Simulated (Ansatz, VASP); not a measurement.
**GaP: VASP beside Ansatz**

```
Ga P
1.0
     0.00000    2.75330    2.75330
     2.75330    0.00000    2.75330
     2.75330    2.75330    0.00000
Ga P
1 1
Direct
  0.00000 0.00000 0.00000
  0.25000 0.25000 0.25000
```

Alike in both runs: task single point; functional PBE; k mesh 8 × 8 × 8; occupations gaussian, width 0.02 eV; no spin polarisation.

```csv
,VASP,Ansatz
version,VASP 6.6.1,Ansatz 0.2.0
potentials or method,"VASP PAW PBE potentials, release 64 (Ga_d, P), cutoff 500 eV","scalar-relativistic, plane waves, PAW"
valence electrons in the cell,18,18
```

```tsv
	VASP	Ansatz	Ansatz less VASP
gap on the k mesh at the Fermi level (eV)	1.57	1.58	+0.004
least direct gap on the mesh (eV)	1.57	1.58	+0.004
pressure (GPa)	-0.1	0.0	+0.10
```
